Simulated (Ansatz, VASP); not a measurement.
## Two plane-wave programs on InAs

INCAR

```
SYSTEM = InAs
ALGO = Normal ; EDIFF = 1E-7
ENCUT = 520 ; ISIF = 2
ISMEAR = 0 ; LASPH = .TRUE.
LCHARG = .FALSE. ; LREAL = .FALSE.
LWAVE = .FALSE. ; NBANDS = 16
NELM = 100 ; PREC = Accurate
SIGMA = 0.15
```

KPOINTS

```
k-points
0
G
  14 14 14
  0 0 0
```

Contents of POSCAR:

```
InAs
1.0
    0.0000000000      3.1074883200      2.6471196800
    3.1074883200      0.0000000000      2.6471196800
    3.1074883200      3.1074883200      0.0000000000
In As
1 1
Direct
    0.5000000000      0.5000000000      0.5000000000
    0.0000000000      0.0000000000      0.0000000000
```

Input for Ansatz:

```yaml
crystal:
  lattice:
    - [0.0, 3.10748832, 2.64711968]
    - [3.10748832, 0.0, 2.64711968]
    - [3.10748832, 3.10748832, 0.0]
  atoms:
    - { symbol: In, position: [0.5, 0.5, 0.5] }
    - { symbol: As, position: [0.0, 0.0, 0.0] }
basis:
  ecutwfc: 420
kpoints:
  mp_grid: { grid: [14, 14, 14] }
hamiltonian:
  xc: lda
scf:
  occupations: { method: gaussian, width: 0.15 }
output:
  forces: true
  stress: true
  eigenvalues: true
```

Change from the starting cell: strain +0.080 along x and y, -0.080 along z, atoms carried along.

Alike in both runs: task single point; functional LDA; k mesh 14 × 14 × 14; occupations gaussian, width 0.15 eV; no spin polarisation.

|  | VASP | Ansatz |
| --- | --- | --- |
| version | VASP 6.6.1 | Ansatz 0.2.0 |
| potentials or method | VASP PAW LDA potentials, release 64 (In_d, As), cutoff 520 eV | scalar-relativistic, plane waves, PAW |
| valence electrons in the cell | 18 | 28 |

VASP gave:

```
gap on the k mesh at the Fermi level (eV)                     : none
pressure (GPa)                                                : -5.0
traceless stress, the component that is largest in VASP (GPa) : 8.70
```

Which values does Ansatz return?

gap on the k mesh at the Fermi level (eV): none; pressure (GPa): -5.1; traceless stress, the component that is largest in VASP (GPa): 8.60.

LDA's correlation is that of Perdew and Zunger in VASP and of Perdew and Wang (1992) in Ansatz. A gap of «none» marks a metal or a gap that the smearing closes. VASP's potentials hold 18 valence electrons a cell and Ansatz's 28, so a difference there can come from the potentials and not from the codes.
